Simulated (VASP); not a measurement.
# Si16Ge (a cell with a defect) in VASP: single point with PBE+D3(BJ)

Aim: the single point of Si16Ge (a cell with a defect) with PBE+D3(BJ).

Program: VASP 6.6.1. These are calculated values, not measurements. Logs are shortened: lines on timing, memory, paths and dates and some standing lists are left out, and cuts for length are marked.

### 1 The cell of the first run

The cell holds a defect, 17 atoms: a = 7.679 Å, b = 7.679 Å, c = 7.679 Å, α = 60.00°, β = 60.00°, γ = 60.00°.

### 2 Single point, PBE+D3(BJ)

INCAR

```
ALGO = Normal ; EDIFF = 1E-6
ENCUT = 520 ; GGA = PE
ISIF = 2 ; ISMEAR = 0
IVDW = 12 ; LASPH = T
LCHARG = F ; LREAL = Auto
LWAVE = F ; NBANDS = 53
NELM = 100 ; PREC = Accurate
SIGMA = 0.02
```

KPOINTS

```
k-points
0
Gamma
  2 2 2
```

POSCAR

```
Si16Ge
1.0
    0.0000000000      5.4300000000      5.4300000000
    5.4300000000      0.0000000000      5.4300000000
    5.4300000000      5.4300000000      0.0000000000
Si Ge
16 1
Direct
    0.0125121155     -0.0341681806      0.0092431551
    0.1589261677      0.1135599790      0.1141827884
    0.0177872265     -0.0017340698      0.4859266983
    0.1277658828      0.1072814902      0.6373236098
    0.0127124900      0.5128063952      0.0090507998
    0.1024340409      0.6025993882      0.1926861940
   -0.0239387450      0.4760785099      0.5718191514
    0.1277212023      0.6278621425      0.6371565964
    0.5225717167      0.0226947811     -0.0677102733
    0.6135342452      0.1136511937      0.1140506516
    0.4981483549     -0.0017292284      0.4858210843
    0.6488178782      0.1488639373      0.5535447565
    0.4656247627      0.5127090762      0.0091503683
    0.6133490213      0.6590859550      0.1143277060
    0.4981346623      0.5178127154      0.4860415119
    0.6072704388      0.6278823492      0.6372428096
    0.8136840393      0.3140500658      0.0589356921
```

Potentials or basis: VASP PAW PBE potentials, release 64 (Si, Ge_d).

Run with:

```sh
cat potpaw_PBE.64/Si/POTCAR potpaw_PBE.64/Ge_d/POTCAR > POTCAR
mpirun -np 1 vasp_std > vasp.out
```

OUTCAR:

```text
EDIFF = 1E-6
   ENCUT = 520
   GGA = PE
   ISIF = 2
   ISMEAR = 0
   IVDW = 12
   LASPH = T
   LREAL = Auto
   NELM = 100
   PREC = Accurate
 IVDW          = 12

 ion  position               nearest neighbor table
   1  0.013  0.966  0.009-   6 2.31   4 2.33  17 2.45  10 2.51   2 2.51
   2  0.159  0.114  0.114-   9 2.32   3 2.33  17 2.44   1 2.51   5 2.51
   3  0.018  0.998  0.486-   8 2.33   4 2.33   2 2.33  12 2.34
   4  0.128  0.107  0.637-   3 2.33  11 2.33   1 2.33   7 2.34
   5  0.013  0.513  0.009-   6 2.31   8 2.33  17 2.44   2 2.51  14 2.51
   6  0.102  0.603  0.193-   5 2.31  13 2.31   1 2.31   7 2.38
   7  0.976  0.476  0.572-   4 2.34  16 2.34   8 2.34   6 2.38
   8  0.128  0.628  0.637-  15 2.33   3 2.33   5 2.33   7 2.34
   9  0.523  0.023  0.932-  14 2.32   2 2.32  10 2.32  12 2.37
  10  0.614  0.114  0.114-   9 2.32  11 2.33  17 2.44   1 2.51  13 2.51
  11  0.498  0.998  0.486-  16 2.33   4 2.33  10 2.33  12 2.34
  12  0.649  0.149  0.554-  15 2.34   3 2.34  11 2.34   9 2.37
  13  0.466  0.513  0.009-   6 2.31  16 2.33  17 2.45  10 2.51  14 2.51
  14  0.613  0.659  0.114-   9 2.32  15 2.33  17 2.44  13 2.51   5 2.51
  15  0.498  0.518  0.486-   8 2.33  16 2.33  14 2.33  12 2.34
  16  0.607  0.628  0.637-  15 2.33  11 2.33  13 2.33   7 2.34
  17  0.814  0.314  0.059-  14 2.44   2 2.44  10 2.44   5 2.44  13 2.45   1 2.45

  LATTYP: Found a face centered cubic cell.
 ALAT       =    10.8600000000

  Lattice vectors:

 A1 = (   0.0000000000,   5.4300000000,   5.4300000000)
 A2 = (   5.4300000000,   0.0000000000,   5.4300000000)
 A3 = (   5.4300000000,   5.4300000000,   0.0000000000)

Analysis of symmetry for initial positions (statically):
=====================================================================
 Subroutine PRICEL returns:
 Original cell was already a primitive cell.

 Routine SETGRP: Setting up the symmetry group for a
 face centered cubic supercell.

 Subroutine GETGRP returns: Found  1 space group operations
 (whereof  1 operations were pure point group operations)
 out of a pool of 48 trial point group operations.

The static configuration has the point symmetry C_1 .

Analysis of symmetry for dynamics (positions and initial velocities):
=====================================================================
 Subroutine PRICEL returns:
 Original cell was already a primitive cell.

 Routine SETGRP: Setting up the symmetry group for a
 face centered cubic supercell.

 Subroutine GETGRP returns: Found  1 space group operations
 (whereof  1 operations were pure point group operations)
 out of a pool of 48 trial point group operations.

The dynamic configuration has the point symmetry C_1 .

 Subroutine INISYM returns: Found  1 space group operations
 (whereof  1 operations are pure point group operations),
 and found     1 'primitive' translations

----------------------------------------------------------------------------------------

                                     Primitive cell

  volume of cell :     320.2060

  direct lattice vectors                    reciprocal lattice vectors
     0.000000000  5.430000000  5.430000000    -0.092081031  0.092081031  0.092081031
     5.430000000  0.000000000  5.430000000     0.092081031 -0.092081031  0.092081031
     5.430000000  5.430000000  0.000000000     0.092081031  0.092081031 -0.092081031

  length of vectors
     7.679179644  7.679179644  7.679179644     0.159489025  0.159489025  0.159489025

  position of ions in fractional coordinates (direct lattice)
     0.012512116  0.965831819  0.009243155
     0.158926168  0.113559979  0.114182788
     0.017787226  0.998265930  0.485926698
     0.127765883  0.107281490  0.637323610
     0.012712490  0.512806395  0.009050800
     0.102434041  0.602599388  0.192686194
[... 9 lines left out ...]
     0.607270439  0.627882349  0.637242810
     0.813684039  0.314050066  0.058935692

  ion indices of the primitive-cell ions
   primitive index   ion index
                 1           1
                 2           2
                 3           3
                 4           4
                 5           5
                 6           6
[... 9 lines left out ...]
                16          16
                17          17

----------------------------------------------------------------------------------------

 KPOINTS: k-points

Automatic generation of k-mesh.
 Grid dimensions read from file:
 generate k-points for:    2    2    2

 Generating k-lattice:

  Cartesian coordinates                     Fractional coordinates (reciprocal lattice)
    -0.046040516  0.046040516  0.046040516     0.500000000  0.000000000  0.000000000
     0.046040516 -0.046040516  0.046040516     0.000000000  0.500000000  0.000000000
     0.046040516  0.046040516 -0.046040516     0.000000000  0.000000000  0.500000000

  Length of vectors
     0.079744512  0.079744512  0.079744512

  Shift w.r.t. Gamma in fractional coordinates (k-lattice)
     0.000000000  0.000000000  0.000000000

 Subroutine IBZKPT returns following result:
 ===========================================

 Found      8 irreducible k-points:

 Following reciprocal coordinates:
            Coordinates               Weight
  0.000000  0.000000  0.000000      1.000000
  0.500000  0.000000  0.000000      1.000000
  0.000000  0.500000  0.000000      1.000000
  0.000000  0.000000  0.500000      1.000000
  0.500000  0.500000  0.500000      1.000000
  0.500000  0.500000  0.000000      1.000000
  0.000000  0.500000  0.500000      1.000000
  0.500000  0.000000  0.500000      1.000000
   k-points           NKPTS =      8   k-points in BZ     NKDIM =      8   number of bands    NBANDS=     53
   number of dos      NEDOS =    301   number of ions     NIONS =     17
   total plane-waves  NPLWV = 216000
   dimension x,y,z NGX =    60 NGY =   60 NGZ =   60
   dimension x,y,z NGXF=   120 NGYF=  120 NGZF=  120
   ions per type =              16   1
   NGX,Y,Z   is equivalent  to a cutoff of  12.99, 12.99, 12.99 a.u.
   NGXF,Y,Z  is equivalent  to a cutoff of  25.98, 25.98, 25.98 a.u.
 SYSTEM =  unknown system
   PREC   = accura    normal or accurate (medium, high low for compatibility)
   ISTART =      0    job   : 0-new  1-cont  2-samecut
   ICHARG =      2    charge: 1-file 2-atom 10-const
   ISPIN  =      1    spin polarized calculation?
   LNONCOLLINEAR =      F non collinear calculations
   LSORBIT =      F    spin-orbit coupling
   LASPH  =      T    aspherical Exc in radial PAW
   ENCUT  =  520.0 eV  38.22 Ry    6.18 a.u.  14.28 14.28 14.28*2*pi/ulx,y,z
   NELM   =    100;   NELMIN=  2; NELMDL= -5     # of ELM steps
   EDIFF  = 0.1E-05   stopping-criterion for ELM
   LREAL  =      T    real-space projection
   EDIFFG = 0.1E-04   stopping-criterion for IOM
   NSW    =      0    number of steps for IOM
   IBRION =     -1    ionic relax: 0-MD 1-quasi-New 2-CG
   NFREE  =      0    steps in history (QN), initial steepest desc. (CG)
   ISIF   =      2    stress and relaxation
   ISYM   =      2    0-nonsym 1-usesym 2-fastsym
   POTIM  = 0.5000    time-step for ionic-motion
   TEBEG  =    0.0;   TEEND  =   0.0 temperature during run
   PSTRESS=    0.0 pullay stress
   NELECT =      78.0000    total number of electrons
   NUPDOWN=      -1.0000    fix difference up-down
   EMIN   =  10.00;   EMAX   =-10.00  energy-range for DOS
   EFERMI =   0.00;   METHOD = LEGACY
   ISMEAR =     0;   SIGMA  =   0.02  broadening in eV -4-tet -1-fermi 0-gaus
   EFERMI_NEDOS =   21; number of points for ismear=-14 and -15
   IALGO  =     38    algorithm
   IMIX   =      4    mixing-type and parameters
     AMIX     =   0.40;   BMIX     =  1.00
     AMIX_MAG =   1.60;   BMIX_MAG =  1.00
  volume/ion in A,a.u.               =      18.84       127.11
  Fermi-wavevector in a.u.,A,eV,Ry     =   1.022421  1.932096 14.222785  1.045345
  Thomas-Fermi vector in A             =   2.156100
   LORBIT       =      0    0 simple, 1 ext, 2 COOP (PROOUT), +10 PAW based schemes
   GGA     = PE    functional components
   LHFCALC =     F    Hartree Fock is set to
   AEXX    =    0.0000 exact exchange contribution
   IVDW    =    12    specifies the selected vdW correction
   LEPSILON=     F    determine dielectric tensor
   LRPA    =     F    only Hartree local field effects (RPA)
 non-spin polarized calculation
 Gauss-broadening in eV      SIGMA  =   0.02
  energy-cutoff  :      520.00
  volume of cell :      320.21
 maximum number of plane-waves:      8646
 NGX is ok and might be reduce to    60
   NGX = 29   NGY = 29   NGZ = 29

 number of electron      78.0000001 magnetization

 Free energy of the ion-electron system (eV)
  ---------------------------------------------------
  ext. energy  EPLUGINS =         0.00000000
  ---------------------------------------------------
  free energy    TOTEN  =       -86.35729556 eV

  energy without entropy =      -86.35729549  energy(sigma->0) =      -86.35729553

 E-fermi :   6.6477     XC(G=0):  -9.7724

 val. band max:        6.5826979306   @ k =   0.0000   0.0000   0.5000
 cond. band min:       6.7145894421   @ k =   0.0000   0.0000   0.0000
 fundamental gap:      0.1318915115
 Fermi energy:         6.6477259786

 k-point     1 :       0.0000    0.0000    0.0000
  band No.  band energies     occupation
      1     -17.9140      2.00000
      2     -17.9140      2.00000
      3     -17.7842      2.00000
      4     -17.7842      2.00000
      5     -17.7785      2.00000
      6      -6.3406      2.00000
[... 43 lines left out ...]
     50       8.6251      0.00000
     51       8.8291      0.00000

 k-point     2 :       0.5000    0.0000    0.0000
  band No.  band energies     occupation
      1     -17.9140      2.00000
      2     -17.9140      2.00000
      3     -17.7842      2.00000
      4     -17.7842      2.00000
      5     -17.7785      2.00000
      6      -5.9133      2.00000
[... 316 lines left out ...]
 k-point     8 :       0.5000    0.0000    0.5000
  band No.  band energies     occupation
      1     -17.9140      2.00000
      2     -17.9140      2.00000
      3     -17.7842      2.00000
      4     -17.7842      2.00000
      5     -17.7785      2.00000
      6      -5.8037      2.00000
[... 43 lines left out ...]
     50      10.4007      0.00000
     51      10.4206      0.00000
 [bands above 51 left out]

------------------------ aborting loop because EDIFF is reached ----------------------------------------

 Edisp (eV)   -5.66683

 E8    (eV) :    -2.3547

  FORCE on cell =-STRESS in cart. coord.  units (eV):
  Direction    XX          YY          ZZ          XY          YZ          ZX
  --------------------------------------------------------------------------------------
  -------------------------------------------------------------------------------------
  Total       5.12571     5.12457     5.12372    -1.25464     1.25166     1.25397
  in kB      25.64693    25.64122    25.63694    -6.27768     6.26276     6.27434
  external pressure =       25.64 kB  Pullay stress =        0.00 kB

 VOLUME and BASIS-vectors are now :
 -----------------------------------------------------------------------------
  energy-cutoff  :      520.00
  volume of cell :      320.21
      direct lattice vectors                 reciprocal lattice vectors
     0.000000000  5.430000000  5.430000000    -0.092081031  0.092081031  0.092081031
     5.430000000  0.000000000  5.430000000     0.092081031 -0.092081031  0.092081031
     5.430000000  5.430000000  0.000000000     0.092081031  0.092081031 -0.092081031

 POSITION                                       TOTAL-FORCE (eV/Angst)
 -----------------------------------------------------------------------------------
      5.29466      0.11813      5.31241         0.016395     -0.009145      0.010414
      1.23664      1.48298      1.47960         0.008436     -0.017249     -0.006045
      8.05917      2.73517      5.51717        -0.003452      0.012429      0.001640
      4.04321      4.15444      1.27631        -0.010692     -0.000865      0.000371
      2.83368      0.11817      2.85357        -0.007788     -0.010094     -0.019824
      4.31840      1.60250      3.82833        -0.013819     -0.013751      0.013999
[... 9 lines left out ...]
      6.86963      6.75771      6.70688        -0.000404     -0.010661     -0.000872
      2.02531      4.73833      6.12360        -0.001772      0.003190     -0.007821
 -----------------------------------------------------------------------------------
    total drift:                                0.001694      0.000993     -0.001210

  FREE ENERGIE OF THE ION-ELECTRON SYSTEM (eV)
  ---------------------------------------------------
  free  energy   TOTEN  =       -92.0241240806 eV

  energy  without entropy=      -92.0241240073  energy(sigma->0) =      -92.02412404
```

Run time: 2.6 min. Hardware: 1 thread of AMD EPYC 9R45 (Zen 5), shared host; peak memory 0.45 GiB.

What came out:

```
Free energy                : -92.0241 eV
Pressure                   : 2.6 GPa
Largest force              : 0.044 eV/Å
Band gap on the k mesh     : 0.13 eV
Dispersion energy per atom : -0.333 eV
```

Forces in eV/Å, atoms in the order of the input:
```
Si   0.016 -0.009  0.010
Si   0.008 -0.017 -0.006
Si  -0.003  0.012  0.002
Si  -0.011 -0.001  0.000
Si  -0.008 -0.010 -0.020
Si  -0.014 -0.014  0.014
Si   0.027  0.025 -0.024
Si   0.001  0.002  0.011
Si   0.014  0.015 -0.015
Si   0.009  0.008  0.016
Si  -0.002 -0.002 -0.012
Si  -0.022 -0.022  0.023
Si  -0.007  0.018  0.011
Si  -0.019  0.006 -0.005
Si   0.012 -0.004  0.003
Si   0.000 -0.011 -0.001
Ge  -0.002  0.003 -0.008
```

Caveat: the k points lie up to 0.50 Å⁻¹ apart.
